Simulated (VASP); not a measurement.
# CuI (P4/nmm) in VASP: settings compared

The runs below take CuI through single point, with PBE+D2, PBE+TS.

All numbers are computed with VASP 6.6.1; they aren't measurements. Logs are shortened: lines on timing, memory, paths and dates and some standing lists are left out, and cuts for length are marked.

## (1) The cell of the first run

It takes space group P4/nmm (No. 129, tetragonal). Conventional cell: a = 4.090 Å, b = 4.090 Å, c = 6.551 Å, α = 90.00°, β = 90.00°, γ = 90.00°. Within 3.5 Å of I (site symmetry 4mm) lie 4 Cu at 2.65 Å. Cu (site symmetry -4m2) has 4 I at 2.65 Å and 4 Cu at 2.89 Å within 3.5 Å.

## (2) Single point, PBE+D2

Input file INCAR:

```
PREC = Accurate
ENCUT = 520
EDIFF = 1E-7
ISMEAR = 0
SIGMA = 0.02
LREAL = F
LASPH = T
ALGO = Normal
NELM = 100
ISIF = 2
LWAVE = F
LCHARG = F
IVDW = 1
```

Input file KPOINTS:

```
k-points
0
Gamma
  5 5 3
```

Input file POSCAR:

```
CuI
1.0
    4.0901961900      0.0000000000      0.0000000000
    0.0000000000      4.0901961900      0.0000000000
    0.0000000000      0.0000000000      6.5514580400
I Cu
2 2
Direct
    0.0000000000      0.5000000000      0.7430343600
    0.5000000000      0.0000000000      0.2569656400
    0.0000000000      0.0000000000      0.0000000000
    0.5000000000      0.5000000000      0.0000000000
```

Potentials or basis: VASP PAW PBE potentials, release 64 (I, Cu).

Run with:

```
$ cat potpaw_PBE.64/I/POTCAR potpaw_PBE.64/Cu/POTCAR > POTCAR
$ mpirun -np 1 vasp_std > vasp.out
```

OUTCAR:

```text
PREC = Accurate
   ENCUT = 520
   EDIFF = 1E-7
   ISMEAR = 0
   LREAL = F
   LASPH = T
   NELM = 100
   ISIF = 2
   IVDW = 1
  IVDW =   1

 Found     12 irreducible k-points:

 Following reciprocal coordinates:
            Coordinates               Weight
  0.000000  0.000000  0.000000      1.000000
  0.200000  0.000000  0.000000      4.000000
  0.400000  0.000000  0.000000      4.000000
  0.200000  0.200000  0.000000      4.000000
  0.400000  0.200000  0.000000      8.000000
  0.400000  0.400000  0.000000      4.000000
   k-points           NKPTS =     12   k-points in BZ     NKDIM =     12   number of bands    NBANDS=     22
   number of dos      NEDOS =    301   number of ions     NIONS =      4
   total plane-waves  NPLWV =  45000
   dimension x,y,z NGX =    30 NGY =   30 NGZ =   50
   dimension x,y,z NGXF=    60 NGYF=   60 NGZF=  100
   ions per type =               2   2
   NGX,Y,Z   is equivalent  to a cutoff of  12.19, 12.19, 12.69 a.u.
   NGXF,Y,Z  is equivalent  to a cutoff of  24.39, 24.39, 25.38 a.u.
 SYSTEM =  unknown system
   PREC   = accura    normal or accurate (medium, high low for compatibility)
   ISTART =      0    job   : 0-new  1-cont  2-samecut
   ICHARG =      2    charge: 1-file 2-atom 10-const
   ISPIN  =      1    spin polarized calculation?
   LNONCOLLINEAR =      F non collinear calculations
   LSORBIT =      F    spin-orbit coupling
   LASPH  =      T    aspherical Exc in radial PAW
   ENCUT  =  520.0 eV  38.22 Ry    6.18 a.u.   7.61  7.61 12.18*2*pi/ulx,y,z
   NELM   =    100;   NELMIN=  2; NELMDL= -5     # of ELM steps
   EDIFF  = 0.1E-06   stopping-criterion for ELM
   LREAL  =      F    real-space projection
   EDIFFG = 0.1E-05   stopping-criterion for IOM
   NSW    =      0    number of steps for IOM
   IBRION =     -1    ionic relax: 0-MD 1-quasi-New 2-CG
   NFREE  =      0    steps in history (QN), initial steepest desc. (CG)
   ISIF   =      2    stress and relaxation
   ISYM   =      2    0-nonsym 1-usesym 2-fastsym
   POTIM  = 0.5000    time-step for ionic-motion
   TEBEG  =    0.0;   TEEND  =   0.0 temperature during run

   SCALEE = 1.0000    scale energy and forces
   PSTRESS=    0.0 pullay stress
   NELECT =      36.0000    total number of electrons
   NUPDOWN=      -1.0000    fix difference up-down
   EMIN   =  10.00;   EMAX   =-10.00  energy-range for DOS
   EFERMI =   0.00;   METHOD = LEGACY
   ISMEAR =     0;   SIGMA  =   0.02  broadening in eV -4-tet -1-fermi 0-gaus
   EFERMI_NEDOS =   21; number of points for ismear=-14 and -15
   IALGO  =     38    algorithm
   IMIX   =      4    mixing-type and parameters
     AMIX     =   0.40;   BMIX     =  1.00
     AMIX_MAG =   1.60;   BMIX_MAG =  1.00
  volume/ion in A,a.u.               =      27.40       184.91
  Fermi-wavevector in a.u.,A,eV,Ry     =   1.129536  2.134514 17.359028  1.275853
  Thomas-Fermi vector in A             =   2.266230
   LORBIT       =      0    0 simple, 1 ext, 2 COOP (PROOUT), +10 PAW based schemes
   GGA     = PE    functional components
   LHFCALC =     F    Hartree Fock is set to
   AEXX    =    0.0000 exact exchange contribution
   IVDW    =     1    specifies the selected vdW correction
   LEPSILON=     F    determine dielectric tensor
   LRPA    =     F    only Hartree local field effects (RPA)

   CSHIFT  =0.1000    complex shift for real part using Kramers Kronig

   OMEGAMAX=  -1.0    maximum frequency
 non-spin polarized calculation
 Gauss-broadening in eV      SIGMA  =   0.02
  energy-cutoff  :      520.00
  volume of cell :      109.60
 maximum number of plane-waves:      2967
   NGX = 15   NGY = 15   NGZ = 25

 number of electron      35.9999971 magnetization

 Free energy of the ion-electron system (eV)
  ---------------------------------------------------
  ext. energy  EPLUGINS =         0.00000000
  ---------------------------------------------------
  free energy    TOTEN  =       -11.07597551 eV

  energy without entropy =      -11.07597551  energy(sigma->0) =      -11.07597551

 E-fermi :   4.5159     XC(G=0):  -8.9763

 val. band max:        4.4200254856   @ k =   0.0000   0.0000   0.0000
 cond. band min:       6.0409575667   @ k =   0.0000   0.0000   0.0000
 fundamental gap:      1.6209320811
 Fermi energy:         4.5158582878

 k-point     1 :       0.0000    0.0000    0.0000
  band No.  band energies     occupation
      1      -9.4806      2.00000
      2      -8.7972      2.00000
      3      -1.3546      2.00000
      4       0.6598      2.00000
      5       0.8574      2.00000
      6       0.8574      2.00000
      7       1.1622      2.00000
      8       1.1622      2.00000
      9       1.7976      2.00000
     10       2.4585      2.00000
     11       2.5834      2.00000
     12       2.9386      2.00000
     13       3.0680      2.00000
     14       3.0680      2.00000
     15       3.2725      2.00000
     16       3.6405      2.00000
     17       4.4200      2.00000
     18       4.4200      2.00000
     19       6.0410      0.00000
     20       7.4750      0.00000
     21       7.7994      0.00000
     22       9.4014      0.00000

 k-point     2 :       0.2000    0.0000    0.0000
  band No.  band energies     occupation
      1      -9.3375      2.00000
      2      -8.7663      2.00000
      3      -1.1110      2.00000
      4       0.3552      2.00000
      5       0.4237      2.00000
      6       0.7541      2.00000
      7       0.9028      2.00000
      8       1.1566      2.00000
      9       1.9069      2.00000
     10       2.4535      2.00000
     11       2.5251      2.00000
     12       2.7447      2.00000
     13       2.8387      2.00000
     14       2.9041      2.00000
     15       3.4281      2.00000
     16       3.6592      2.00000
     17       3.7441      2.00000
     18       4.3577      2.00000
     19       6.9543      0.00000
     20       7.7103      0.00000
     21       8.3905      0.00000
     22       9.7338      0.00000

 k-point     3 :       0.4000    0.0000    0.0000
  band No.  band energies     occupation
      1      -9.0182      2.00000
      2      -8.7869      2.00000
      3      -0.7247      2.00000
      4      -0.5630      2.00000
      5      -0.0205      2.00000
      6       0.5244      2.00000
      7       1.0070      2.00000
      8       1.1082      2.00000
      9       2.2029      2.00000
     10       2.3993      2.00000
     11       2.4449      2.00000
     12       2.5788      2.00000
     13       2.5979      2.00000
     14       2.6077      2.00000
     15       3.3655      2.00000
     16       3.3862      2.00000
     17       3.7622      2.00000
     18       4.1329      2.00000
     19       7.9021      0.00000
     20       7.9438      0.00000
     21       8.8857      0.00000
     22       9.9426      0.00000

 k-point     4 :       0.2000    0.2000    0.0000
  band No.  band energies     occupation
      1      -9.2029      2.00000
      2      -8.7255      2.00000
      3      -0.8945      2.00000
      4       0.1703      2.00000
      5       0.2024      2.00000
      6       0.6314      2.00000
      7       0.8387      2.00000
      8       0.9657      2.00000
      9       1.9774      2.00000
     10       2.4270      2.00000
     11       2.4399      2.00000
     12       2.5538      2.00000
     13       2.7613      2.00000
     14       2.7787      2.00000
     15       3.3676      2.00000
     16       3.6568      2.00000
     17       3.7243      2.00000
     18       3.7318      2.00000
     19       7.6859      0.00000
     20       7.8085      0.00000
     21       8.9405      0.00000
     22      10.1463      0.00000

 k-point     5 :       0.4000    0.2000    0.0000
  band No.  band energies     occupation
      1      -8.9097      2.00000
      2      -8.7164      2.00000
      3      -0.7187      2.00000
      4      -0.6035      2.00000
      5       0.0876      2.00000
      6       0.6041      2.00000
      7       0.8606      2.00000
      8       0.8729      2.00000
      9       2.1826      2.00000
     10       2.2896      2.00000
     11       2.3787      2.00000
     12       2.3934      2.00000
     13       2.6446      2.00000
     14       2.7195      2.00000
     15       3.2156      2.00000
     16       3.2712      2.00000
     17       3.5427      2.00000
     18       3.6472      2.00000
     19       7.7715      0.00000
     20       8.1475      0.00000
     21       8.7774      0.00000
     22       8.7905      0.00000

 k-point     6 :       0.4000    0.4000    0.0000
  band No.  band energies     occupation
      1      -8.6971      2.00000
      2      -8.6188      2.00000
      3      -0.9436      2.00000
      4      -0.9133      2.00000
      5       0.4794      2.00000
      6       0.6571      2.00000
      7       0.7299      2.00000
      8       0.7797      2.00000
      9       2.1202      2.00000
     10       2.1375      2.00000
     11       2.3102      2.00000
     12       2.3801      2.00000
     13       2.6652      2.00000
     14       2.7491      2.00000
     15       2.9626      2.00000
     16       3.0133      2.00000
     17       3.3615      2.00000
     18       3.4269      2.00000
     19       7.1881      0.00000
     20       7.4352      0.00000
     21       7.6082      0.00000
     22       7.6604      0.00000

 [... further k-points ...]

------------------------ aborting loop because EDIFF is reached ----------------------------------------

  DFT-D2 method for vdW energy calculation

  Number of pair interactions contributing to vdW energy:   47908

  Edisp (eV):   -1.12175

  FORCE on cell =-STRESS in cart. coord.  units (eV):
  Direction    XX          YY          ZZ          XY          YZ          ZX
  --------------------------------------------------------------------------------------
  -------------------------------------------------------------------------------------
  Total      -0.20971    -0.20971    -0.36790     0.00000     0.00000    -0.00000
  in kB      -3.06546    -3.06546    -5.37792     0.00000     0.00000    -0.00000
  external pressure =       -3.84 kB  Pullay stress =        0.00 kB

 VOLUME and BASIS-vectors are now :
 -----------------------------------------------------------------------------
  energy-cutoff  :      520.00
  volume of cell :      109.60
      direct lattice vectors                 reciprocal lattice vectors
     4.090196190  0.000000000  0.000000000     0.244487050  0.000000000  0.000000000
     0.000000000  4.090196190  0.000000000     0.000000000  0.244487050  0.000000000
     0.000000000  0.000000000  6.551458040     0.000000000  0.000000000  0.152637778

 POSITION                                       TOTAL-FORCE (eV/Angst)
 -----------------------------------------------------------------------------------
      0.00000      2.04510      4.86796         0.000000      0.000000     -0.190924
      2.04510      0.00000      1.68350         0.000000      0.000000      0.190924
      0.00000      0.00000      0.00000         0.000000     -0.000000      0.000000
      2.04510      2.04510      0.00000         0.000000      0.000000      0.000000
 -----------------------------------------------------------------------------------
    total drift:                                0.000000      0.000000      0.000000

  FREE ENERGIE OF THE ION-ELECTRON SYSTEM (eV)
  ---------------------------------------------------
  free  energy   TOTEN  =       -12.1977269972 eV

  energy  without entropy=      -12.1977269972  energy(sigma->0) =      -12.19772700
```

Run time: 36 s. Hardware: 1 thread of Intel Xeon Platinum 8259CL at 2.50GHz (Skylake/Cascade Lake), shared host; peak memory 0.21 GiB.

Results:

| Quantity | Value |
| --- | --- |
| Free energy | -12.1977 eV |
| Pressure | -0.4 GPa |
| Largest force | 0.191 eV/Å |
| Band gap on the k mesh | 1.62 eV |
| Dispersion energy per atom | -0.280 eV |

Forces on the atoms (eV/Å):
```
I    0.000  0.000 -0.191
I    0.000  0.000  0.191
Cu   0.000  0.000  0.000
Cu   0.000  0.000  0.000
```

Stress tensor (GPa, compression positive):
```
-0.31  0.00  0.00
 0.00 -0.31  0.00
 0.00  0.00 -0.54
```

Caveat: spin-orbit coupling is left out, which moves the levels of the heavy elements.

## (3) Single point, PBE+TS

Changes to INCAR since step 2:

```diff
@@ -12,2 +12,2 @@
 LCHARG = F
-IVDW = 1
+IVDW = 2
```

KPOINTS is that of step 2.

POSCAR is that of step 2.

Potentials or basis: VASP PAW PBE potentials, release 64 (I, Cu).

Run with:

```
$ cat potpaw_PBE.64/I/POTCAR potpaw_PBE.64/Cu/POTCAR > POTCAR
$ mpirun -np 1 vasp_std > vasp.out
```

It took 53 s on 1 thread of Intel Xeon Platinum 8259CL at 2.50GHz (Skylake/Cascade Lake), shared host; peak memory 0.21 GiB.

Results (log left out):

| Property | Result |
| --- | --- |
| Free energy | -12.0514 eV |
| Pressure | -0.1 GPa |
| Largest force | 0.118 eV/Å |
| Band gap on the k mesh | 1.62 eV |
| Hirshfeld charges | I -0.06; Cu +0.06 e |
| Dispersion energy per atom | -0.244 eV |

Forces in eV/Å, atoms in the order of the input:
```
I    0.000  0.000 -0.118
I    0.000  0.000  0.118
Cu   0.000  0.000  0.000
Cu   0.000  0.000  0.000
```

Stress tensor (GPa, compression positive):
```
-0.21  0.00  0.00
 0.00 -0.21  0.00
 0.00  0.00  0.08
```

Levels at points of the mesh, in eV from the valence-band top:
```csv
k point,band 16,band 17,band 18,band 19,band 20,band 21
"(0.00, 0.00, 0.00)",-0.78,0.00,0.00,1.62,3.05,3.38
```

Caveat: spin-orbit coupling is left out, which moves the levels of the heavy elements.

## (4) Single point, PBE+TS

Changes to INCAR since step 3:

```diff
@@ -13 +13,2 @@
 IVDW = 2
+LVDWSCS = T
```

KPOINTS is that of step 3.

POSCAR is that of step 3.

Potentials or basis: VASP PAW PBE potentials, release 64 (I, Cu).

Run with:

```
$ cat potpaw_PBE.64/I/POTCAR potpaw_PBE.64/Cu/POTCAR > POTCAR
$ mpirun -np 1 vasp_std > vasp.out
```

OUTCAR:

```text
PREC = Accurate
   ENCUT = 520
   EDIFF = 1E-7
   ISMEAR = 0
   LREAL = F
   LASPH = T
   NELM = 100
   ISIF = 2
   IVDW = 2
  IVDW =   2

 Found     12 irreducible k-points:

 Following reciprocal coordinates:
            Coordinates               Weight
  0.000000  0.000000  0.000000      1.000000
  0.200000  0.000000  0.000000      4.000000
  0.400000  0.000000  0.000000      4.000000
[... 243 lines left out ...]

  Tkatchenko/Scheffler method for vdW energy calculation

  Number of pair interactions contributing to vdW energy:   47908

  Edisp (eV):   -0.87241

  FORCE on cell =-STRESS in cart. coord.  units (eV):
  Direction    XX          YY          ZZ          XY          YZ          ZX
  --------------------------------------------------------------------------------------
  -------------------------------------------------------------------------------------
  Total      -0.15404    -0.15404     0.06769     0.00000     0.00000     0.00000
  in kB      -2.25171    -2.25171     0.98943     0.00000     0.00000     0.00000
  external pressure =       -1.17 kB  Pullay stress =        0.00 kB

 VOLUME and BASIS-vectors are now :
 -----------------------------------------------------------------------------
  energy-cutoff  :      520.00
  volume of cell :      109.60
      direct lattice vectors                 reciprocal lattice vectors
     4.090196190  0.000000000  0.000000000     0.244487050  0.000000000  0.000000000
     0.000000000  4.090196190  0.000000000     0.000000000  0.244487050  0.000000000
     0.000000000  0.000000000  6.551458040     0.000000000  0.000000000  0.152637778

 POSITION                                       TOTAL-FORCE (eV/Angst)
 -----------------------------------------------------------------------------------
      0.00000      2.04510      4.86796         0.000000      0.000000     -0.209516
      2.04510      0.00000      1.68350        -0.000000      0.000000      0.209516
      0.00000      0.00000      0.00000        -0.000000      0.000000      0.000000
      2.04510      2.04510      0.00000         0.000000      0.000000      0.000000
 -----------------------------------------------------------------------------------
    total drift:                                0.000000      0.000000      0.000000

  FREE ENERGIE OF THE ION-ELECTRON SYSTEM (eV)
  ---------------------------------------------------
  free  energy   TOTEN  =       -11.9483858771 eV

  energy  without entropy=      -11.9483858771  energy(sigma->0) =      -11.94838588
```

OSZICAR:

```text
N       E                     dE             d eps       ncg     rms          rms(c)
DAV:   1     0.275193148126E+03    0.27519E+03   -0.15457E+04   528   0.178E+03
DAV:   2     0.170054596004E+02   -0.25819E+03   -0.25142E+03   528   0.352E+02
DAV:   3    -0.101283755276E+02   -0.27134E+02   -0.26483E+02   714   0.134E+02
DAV:   4    -0.116124177057E+02   -0.14840E+01   -0.14789E+01   680   0.306E+01
DAV:   5    -0.116842338138E+02   -0.71816E-01   -0.71808E-01   808   0.612E+00    0.926E+00
DAV:   6    -0.114689300404E+02    0.21530E+00   -0.10568E+01   684   0.765E+01    0.603E+00
DAV:   7    -0.110742043198E+02    0.39473E+00   -0.25721E+00   614   0.491E+01    0.323E+00
DAV:   8    -0.110961702517E+02   -0.21966E-01   -0.32677E-01   866   0.829E+00    0.101E+00
DAV:   9    -0.110752495747E+02    0.20921E-01   -0.11943E-01   804   0.889E+00    0.391E-01
DAV:  10    -0.110761757172E+02   -0.92614E-03   -0.74524E-03   834   0.116E+00    0.239E-01
DAV:  11    -0.110759407914E+02    0.23493E-03   -0.23640E-03   842   0.128E+00    0.100E-01
DAV:  12    -0.110759669674E+02   -0.26176E-04   -0.40811E-04   840   0.275E-01    0.190E-02
DAV:  13    -0.110759752815E+02   -0.83141E-05   -0.39400E-05   874   0.154E-01    0.152E-02
DAV:  14    -0.110759772863E+02   -0.20048E-05   -0.94940E-06   628   0.179E-02    0.118E-02
DAV:  15    -0.110759757436E+02    0.15428E-05   -0.22509E-06   886   0.382E-02    0.608E-03
DAV:  16    -0.110759755761E+02    0.16745E-06   -0.14539E-06   828   0.170E-02    0.242E-03
DAV:  17    -0.110759755112E+02    0.64940E-07   -0.59010E-08   384   0.660E-03
   1 F= -.11948386E+02 E0= -.11948386E+02  d E =-.321442E-13
```

It took 62 s on 1 thread of Intel Xeon Platinum 8259CL at 2.50GHz (Skylake/Cascade Lake), shared host; peak memory 0.21 GiB.

Results:

| Quantity | Value |
| --- | --- |
| Free energy | -11.9484 eV |
| Pressure | -0.1 GPa |
| Largest force | 0.210 eV/Å |
| Band gap on the k mesh | 1.62 eV |
| Hirshfeld charges | I -0.06; Cu +0.06 e |
| Dispersion energy per atom | -0.218 eV |

Forces in eV/Å, atoms in the order of the input:
```
I    0.000  0.000 -0.210
I    0.000  0.000  0.210
Cu   0.000  0.000  0.000
Cu   0.000  0.000  0.000
```

Stress tensor (GPa, compression positive):
```
-0.23  0.00  0.00
 0.00 -0.23  0.00
 0.00  0.00  0.10
```

Levels at points of the mesh, in eV from the valence-band top:
| k point | band 16 | band 17 | band 18 | band 19 | band 20 | band 21 |
| --- | --- | --- | --- | --- | --- | --- |
| (0.00, 0.00, 0.00) | -0.78 | 0.00 | 0.00 | 1.62 | 3.05 | 3.38 |

Caveat: spin-orbit coupling is left out, which moves the levels of the heavy elements.
